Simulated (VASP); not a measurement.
# Be8Se7S (P1) in VASP: further runs, part 2 of 2

VASP 6.6.1. Earlier steps stand in the parts before.

## (3) Relaxation of volume and atoms at fixed shape, PBEsol

INCAR

```
PREC = Accurate
ENCUT = 500
EDIFF = 1E-7
ISMEAR = -1
SIGMA = 0.05
LREAL = Auto
LASPH = True
NELM = 120
ALGO = Normal
ISIF = 8
LWAVE = False
LCHARG = False
GGA = PS
IBRION = 2
NSW = 100
EDIFFG = -0.03
ISYM = -1
GGA_COMPAT = False
NELMIN = 4
```

KPOINTS

```
explicit points
1
Reciprocal
  0.25000000   0.25000000   0.25000000 1
```

POSCAR

```
Be8Se7S
1.0
   10.1878450000      0.0000000000      0.0000000000
    0.0000000000     10.1878450000      0.0000000000
    0.0000000000      0.0000000000     10.1878450000
Be Se S
32 28 4
Direct
    0.9969580000      0.9995820000      0.0002160000
    0.0024500000      0.0010260000      0.5001540000
    0.0002940000      0.5008410000      0.0010630000
    0.9973050000      0.4987170000      0.4997650000
    0.4966030000      0.9971310000      0.0000790000
    0.4984300000      0.9994570000      0.4986580000
    0.4985080000      0.5016190000      0.0001780000
    0.4979390000      0.4976940000      0.4995070000
    0.2498690000      0.2510600000      0.0001520000
    0.2505430000      0.2511360000      0.4975720000
    0.2496300000      0.7481200000      0.9972450000
    0.2486370000      0.7526930000      0.4959990000
    0.7511460000      0.2514820000      0.9984950000
    0.7542320000      0.2533410000      0.4968420000
    0.7493140000      0.7491060000      0.9975170000
    0.7473300000      0.7509960000      0.5015370000
    0.2495920000      0.0008010000      0.2474980000
    0.2496210000      0.0019210000      0.7499140000
    0.2484740000      0.5003240000      0.2537640000
    0.2534600000      0.5001310000      0.7498660000
    0.7482540000      0.0017920000      0.2474040000
    0.7501100000      0.0025730000      0.7499580000
    0.7465630000      0.4978770000      0.2523970000
    0.7495160000      0.4979230000      0.7496130000
    0.9995900000      0.2504440000      0.2551650000
    0.0001140000      0.2473100000      0.7496630000
    0.9958960000      0.7520760000      0.2507350000
    0.9991820000      0.7513630000      0.7497040000
    0.5019000000      0.2490570000      0.2507990000
    0.4986140000      0.2463520000      0.7494690000
    0.4962670000      0.7517040000      0.2495280000
    0.5011120000      0.7505730000      0.7489710000
    0.1272240000      0.1254540000      0.1236650000
    0.1282770000      0.1218600000      0.6253670000
    0.1236820000      0.6250910000      0.1239120000
    0.1272020000      0.6284360000      0.6248590000
    0.6252800000      0.1273720000      0.1277480000
    0.6254430000      0.1244370000      0.6235520000
    0.6238950000      0.6257380000      0.6227490000
    0.3760510000      0.3755370000      0.1291410000
    0.3783890000      0.3755200000      0.6235000000
    0.3761270000      0.8750040000      0.6238330000
    0.8755570000      0.3747580000      0.1243810000
    0.8765620000      0.3766550000      0.6269890000
    0.8773880000      0.8733000000      0.1255160000
    0.8724860000      0.8775040000      0.6241900000
    0.3754660000      0.1218750000      0.3751400000
    0.3765900000      0.1261330000      0.8732430000
    0.3780060000      0.6277510000      0.8737480000
    0.8750950000      0.1246760000      0.3713540000
    0.8757100000      0.1243100000      0.8786710000
    0.8729840000      0.6255090000      0.3767840000
    0.8715940000      0.6258760000      0.8751930000
    0.1225060000      0.3750300000      0.3764810000
    0.1215730000      0.3711690000      0.8727740000
    0.1301260000      0.8767000000      0.3760200000
    0.1245240000      0.8767700000      0.8746150000
    0.6253440000      0.3747840000      0.3746030000
    0.6240580000      0.3747150000      0.8782800000
    0.6237060000      0.8746630000      0.8736070000
    0.6274150000      0.6236630000      0.1254180000
    0.3786250000      0.8753370000      0.1264160000
    0.3686850000      0.6260090000      0.3717670000
    0.6244560000      0.8747510000      0.3750920000
```

Potentials or basis: VASP PAW PBE potentials, release 64 (Be, Se, S).

The run is started by

```bash
cat potpaw_PBE.64/Be/POTCAR potpaw_PBE.64/Se/POTCAR potpaw_PBE.64/S/POTCAR > POTCAR
mpirun -np 1 vasp_std > vasp.out
```

OUTCAR:

```text
PREC = Accurate
   ENCUT = 500
   EDIFF = 1E-7
   ISMEAR = -1
   LREAL = Auto
   LASPH = True
   NELM = 120
   ISIF = 8
   GGA = PS
   IBRION = 2
   NSW = 100
   EDIFFG = -0.03
   ISYM = -1
   NELMIN = 4

 ion  position               nearest neighbor table
   1  0.997  1.000  0.000-  51 2.16  45 2.18  57 2.21  33 2.23
   2  0.002  0.001  0.500-  34 2.19  56 2.21  46 2.22  50 2.23
   3  0.000  0.501  0.001-  35 2.18  43 2.20  55 2.23  53 2.23
   4  0.997  0.499  0.500-  44 2.18  54 2.19  52 2.20  36 2.26
   5  0.497  0.997  0.000-  62 2.15  48 2.21  60 2.21  37 2.27
   6  0.498  0.999  0.499-  47 2.17  42 2.19  64 2.20  38 2.22
[... 56 lines left out ...]
  63  0.369  0.626  0.372-  19 2.14  12 2.18  31 2.21   8 2.27
  64  0.624  0.875  0.375-  16 2.19   6 2.20  31 2.22  21 2.23

[... 725 lines left out ...]
  ---------------------------------------------------
  free energy    TOTEN  =      -306.50488060 eV

  energy without entropy =     -306.50488060  energy(sigma->0) =     -306.50488060

 E-fermi :   4.4753     XC(G=0):  -9.6488

 val. band max:        3.2522973330   @ k =   0.2500   0.2500   0.2500
 cond. band min:       6.5299337289   @ k =   0.2500   0.2500   0.2500
 fundamental gap:      3.2776363959
 Fermi energy:         4.4752632120

 k-point     1 :       0.2500    0.2500    0.2500
  band No.  band energies     occupation
      1     -10.2639      2.00000
      2      -9.8928      2.00000
      3      -9.8552      2.00000
      4      -9.8547      2.00000
      5      -9.5586      2.00000
      6      -9.5195      2.00000
[... 132 lines left out ...]
    139       7.9728      0.00000
    140       8.0063      0.00000
 [bands above 140 left out]

------------------------ aborting loop because EDIFF is reached ----------------------------------------

  FORCE on cell =-STRESS in cart. coord.  units (eV):
  Direction    XX          YY          ZZ          XY          YZ          ZX
  --------------------------------------------------------------------------------------
  -------------------------------------------------------------------------------------
  Total        0.0224995      0.0153817      0.0237496     -4.2053022     -4.1916638     -4.2188178
  in kB        0.0340042      0.0232467      0.0358934     -6.3555944     -6.3349823     -6.3760210
  external PRESSURE =       0.0310481 kB  Pullay stress =       0.0000000 kB
[... 79 lines left out ...]
  FREE ENERGIE OF THE ION-ELECTRON SYSTEM (eV)
  ---------------------------------------------------
  free  energy   TOTEN  =      -306.5048806033 eV

  energy  without entropy=     -306.5048806032  energy(sigma->0) =     -306.50488060

 reached required accuracy - stopping structural energy minimisation
```

OSZICAR:

```text
N       E                     dE             d eps       ncg     rms          rms(c)
DAV:   1     0.117820492279E+04    0.11782E+04   -0.10253E+05   322   0.132E+03
DAV:   2    -0.173842652396E+03   -0.13520E+04   -0.12910E+04   403   0.223E+02
DAV:   3    -0.307180362877E+03   -0.13334E+03   -0.13250E+03   396   0.804E+01
[... 133 lines left out ...]
DAV:   4    -0.306504881191E+03    0.19378E-04   -0.55624E-05   380   0.172E-02    0.259E-02
DAV:   5    -0.306504881607E+03   -0.41682E-06   -0.22214E-05   388   0.918E-03    0.107E-02
DAV:   6    -0.306504881171E+03    0.43654E-06   -0.13520E-06   380   0.257E-03    0.699E-03
DAV:   7    -0.306504880622E+03    0.54859E-06   -0.13505E-06   404   0.318E-03    0.182E-03
DAV:   8    -0.306504880603E+03    0.18928E-07   -0.60738E-07   348   0.147E-03
  10 F= -.30650488E+03 E0= -.30650488E+03  d E =-.182492E-02
```

Wall time 40 min (1 thread of Intel Xeon Platinum 8488C (Sapphire Rapids), shared host); peak memory 1.2 GiB.

Results:

| Quantity | Value |
| --- | --- |
| Free energy | -306.5049 eV |
| Relaxed volume | 16.56 Å³/atom |
| Relaxed cell | a = 10.196 Å, b = 10.196 Å, c = 10.196 Å, α = 90.00°, β = 90.00°, γ = 90.00° |
| Space group after relaxing (to 0.1 Å) | P-43m (No. 215) |
| Energy gained by relaxing | 12.7 meV/atom |
| Ionic steps | 10 |
| Pressure after relaxing | 0.0 GPa |
| Largest force after relaxing | 0.028 eV/Å |
| Band gap on the k mesh | 3.28 eV |

Forces on the atoms (eV/Å):
```
Be   0.008  0.005 -0.004
Be  -0.010 -0.003  0.002
Be  -0.003  0.002  0.010
Be   0.012 -0.003 -0.019
Be   0.004  0.009 -0.001
Be  -0.005  0.004  0.008
Be   0.011 -0.003 -0.012
Be  -0.003  0.008  0.005
Be  -0.007 -0.018  0.010
Be  -0.003  0.008  0.001
Be   0.005  0.013  0.010
Be  -0.004 -0.009  0.008
Be  -0.008  0.002 -0.002
Be  -0.021 -0.013  0.004
Be   0.006  0.004  0.005
Be   0.006 -0.012  0.001
Be  -0.004  0.001  0.011
Be  -0.007  0.000 -0.004
Be   0.009 -0.009 -0.004
Be  -0.003  0.005 -0.007
Be   0.005  0.006  0.006
Be  -0.009 -0.012 -0.010
Be   0.003 -0.008 -0.005
Be   0.002  0.009  0.001
Be  -0.002 -0.003 -0.005
Be  -0.014  0.010 -0.005
Be   0.008  0.003 -0.009
Be   0.010 -0.002 -0.002
Be  -0.002  0.004 -0.007
Be  -0.006  0.009  0.002
Be   0.010 -0.002  0.003
Be  -0.002  0.002  0.004
Se  -0.008 -0.002  0.007
Se   0.002 -0.008 -0.010
Se   0.009  0.006  0.011
Se  -0.006 -0.008 -0.003
Se  -0.007 -0.003  0.005
Se  -0.009 -0.002  0.008
Se   0.001  0.007  0.006
Se   0.010 -0.003 -0.008
Se  -0.005  0.003 -0.004
Se  -0.003 -0.001  0.001
Se  -0.007 -0.005 -0.002
Se  -0.016  0.012 -0.020
Se   0.006 -0.003  0.002
Se   0.004 -0.009  0.005
Se  -0.002 -0.001  0.004
Se   0.005 -0.007 -0.001
Se   0.000  0.008  0.000
Se  -0.004  0.011  0.003
Se  -0.006 -0.010  0.005
Se   0.005  0.000 -0.018
Se   0.004  0.006  0.007
Se   0.013 -0.005 -0.019
Se   0.005  0.005  0.012
Se   0.001 -0.007  0.006
Se   0.002 -0.004  0.001
Se   0.000  0.001 -0.007
Se   0.007  0.003 -0.005
Se  -0.008 -0.004  0.001
S    0.004 -0.003 -0.009
S   -0.012  0.011 -0.001
S    0.022 -0.006  0.016
S    0.008  0.009  0.009
```

The path:
```csv
step,energy change (eV),largest force (eV/Å),pressure (GPa),volume (Å³)
1,0.0000,0.9708,0.46,1057.42
2,-0.5349,0.5194,-0.26,1064.68
3,-0.6164,0.3858,-0.61,1068.90
4,-0.7336,0.2449,0.07,1059.57
5,-0.7544,0.2328,0.52,1053.68
6,-0.7970,0.1137,0.00,1060.26
7,-0.7984,0.1166,-0.11,1061.67
8,-0.8077,0.0483,-0.02,1060.48
9,-0.8088,0.0554,0.02,1059.90
10,-0.8107,0.0282,0.00,1060.11
```

Final structure:
```
Be Se S
1.0
    10.19649    0.00000    0.00000
     0.00000   10.19649    0.00000
     0.00000    0.00000   10.19649
Be Se S
32 28 4
Direct
  0.99852 0.99912 0.00081
  0.00111 0.99932 0.49869
  0.00050 0.50072 0.00003
  0.99834 0.50117 0.49988
  0.49462 0.99370 0.00553
  0.50489 0.99399 0.49333
  0.50442 0.50611 0.00632
  0.49435 0.50596 0.49317
  0.25080 0.25158 0.00030
  0.25064 0.24881 0.49882
  0.25542 0.75472 0.00544
  0.25570 0.74544 0.49330
  0.74911 0.24909 0.00073
  0.74970 0.25139 0.49871
  0.74325 0.74476 0.00551
  0.74316 0.75540 0.49366
  0.25590 0.99394 0.24399
  0.25078 0.99910 0.74874
  0.25487 0.50632 0.25502
  0.25070 0.50081 0.75061
  0.74331 0.99376 0.25445
  0.74920 0.99967 0.75089
  0.74354 0.50637 0.24490
  0.74843 0.50039 0.74863
  0.99988 0.25018 0.24985
  0.00028 0.24959 0.74994
  0.99922 0.74986 0.24987
  0.99928 0.75028 0.74963
  0.49978 0.25001 0.24973
  0.50008 0.24975 0.74949
  0.49913 0.74990 0.24943
  0.49975 0.74984 0.74948
  0.12680 0.12408 0.12505
  0.12561 0.12491 0.62478
  0.12741 0.62685 0.12635
  0.12679 0.62614 0.62362
  0.62339 0.12234 0.12640
  0.62512 0.12393 0.62308
  0.62320 0.62664 0.62171
  0.37624 0.37859 0.12716
  0.37548 0.37676 0.62335
  0.37680 0.87383 0.62186
  0.87352 0.37717 0.12549
  0.87505 0.37535 0.62540
  0.87166 0.87353 0.12649
  0.87335 0.87533 0.62325
  0.37662 0.12225 0.37315
  0.37541 0.12388 0.87654
  0.37667 0.62678 0.87800
  0.87362 0.12358 0.37433
  0.87498 0.12521 0.87555
  0.87176 0.62703 0.37406
  0.87304 0.62548 0.87625
  0.12613 0.37714 0.37538
  0.12543 0.37570 0.87506
  0.12805 0.87392 0.37290
  0.12640 0.87507 0.87657
  0.62354 0.37836 0.37344
  0.62436 0.37681 0.87697
  0.62351 0.87378 0.87774
  0.62193 0.62830 0.12811
  0.37786 0.87215 0.12750
  0.37733 0.62835 0.37184
  0.62176 0.87231 0.37179
```

Caveat: the PAW data sets were made with another functional, which shifts forces and pressure a little; a shifted mesh leaves out Γ, where band edges can lie. A k mesh can miss the band edges.
